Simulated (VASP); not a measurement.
Os, 2 atoms in the cell. Symmetry: P6_3/mmc, No. 194, hexagonal system. The conventional cell has a = 2.734 Å, b = 2.734 Å, c = 4.320 Å, α = 90.00°, β = 90.00°, γ = 120.00°. Within 3.5 Å of Os (site symmetry -6m2) lie 12 Os at 2.68 to 2.73 Å. 

* Program: VASP 6.6.1
* Task: single point
* Functional: b88 exchange, pbe correlation
* Potentials or basis: VASP PAW PBE potentials, release 64 (Os)
* Cutoff: 600 eV
* k mesh: 11 × 11 × 6
* Occupations: fermi-dirac, width 0.05 eV
* Spin: no spin polarisation
* Dipole correction: no
* Further INCAR settings: ALGO = Normal; EDIFF = 1e-06; NBANDS = 15

Potentials or basis: VASP PAW PBE potentials, release 64 (Os).

Run with:

```sh
$ cat potpaw_PBE.64/Os/POTCAR > POTCAR
$ mpirun -np 1 vasp_std > vasp.out
```

Hardware: 1 thread of Intel(R) Xeon(R) 6975P-C (Granite Rapids) (shared host).

**Question.** Estimate the wall time of this run.

**Answer.** Wall time 12 s on 1 thread of Intel(R) Xeon(R) 6975P-C (Granite Rapids), with other jobs on the host, peak memory 0.16 GiB. Counts: scf iterations 12, k points 64.
